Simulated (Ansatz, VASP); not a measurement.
# Be: VASP beside Ansatz

```xyz
1
Lattice="-1.2281 1.2531 1.2531 1.2531 -1.2281 1.2531 1.2531 1.2531 -1.2281" Properties=species:S:1:pos:R:3 pbc="T T T"
Be    0.0000    0.0000    0.0000
```

Change from the starting cell: equal xy, yz and zx shear strains of +2 %, crystal datasets.

Alike in both runs: task electric field gradients; functional PBEsol; k mesh 23 × 23 × 23; occupations fermi-dirac, width 0.03 eV; no spin polarisation.

```csv
,VASP,Ansatz
version,VASP 6.6.1,Ansatz 0.2.0
potentials or method,"VASP PAW PBE potentials, release 64 (Be), cutoff 520 eV","all-electron PAW with datasets made for the crystal, scalar-relativistic"
```

|  | VASP | Ansatz | Ansatz less VASP |
| --- | --- | --- | --- |
| pressure (GPa) | -1.4 | -1.9 | -0.46 |
| traceless stress, the component that is largest in VASP (GPa) | -3.86 | -3.84 | +0.013 |
| size of Vzz on the site where it differs most (V/Å²) | 0.5 | 0.5 | -0.03 |

VASP's potentials were made for PBE, not for PBEsol. Ansatz ran all-electron here, and VASP with PAW potentials.
